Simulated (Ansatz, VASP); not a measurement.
## SnO in VASP and in Ansatz

```xyz
4
Lattice="3.8137 0.0000 0.0000 0.0000 3.8137 0.0000 0.0000 0.0000 4.8869" Properties=species:S:1:pos:R:3 pbc="T T T"
Sn    1.9068    0.0000    3.7367
Sn    0.0000    1.9068    1.1503
O     0.0000    0.0000    0.0000
O     1.9068    1.9068    0.0000
```

Alike in both runs: task electric field gradients; functional PBE; k mesh 7 × 7 × 6; occupations fermi-dirac, width 0.05 eV; no spin polarisation.

|  | VASP | Ansatz |
| --- | --- | --- |
| version | VASP 6.6.1 | Ansatz 0.2.0 |
| potentials or method | VASP PAW PBE potentials, release 64 (Sn_d, O), cutoff 520 eV | all-electron PAW datasets made for the crystal |

```tsv
	VASP	Ansatz	Ansatz less VASP
gap on the k mesh at the Fermi level (eV)	0.38	0.37	-0.011
least direct gap on the mesh (eV)	2.05	2.08	+0.033
pressure (GPa)	3.8	3.6	-0.27
traceless stress, the component that is largest in VASP (GPa)	-0.61	-0.62	-0.010
rms of the force components (eV/Å)	0.187	0.150	-0.0364
size of Vzz on the site where it differs most (V/Å²)	164.8	172.3	+7.50
```

Atom by atom the forces differ by 0.036 eV/Å (rms over components). Ansatz ran all-electron here, and VASP with PAW potentials.
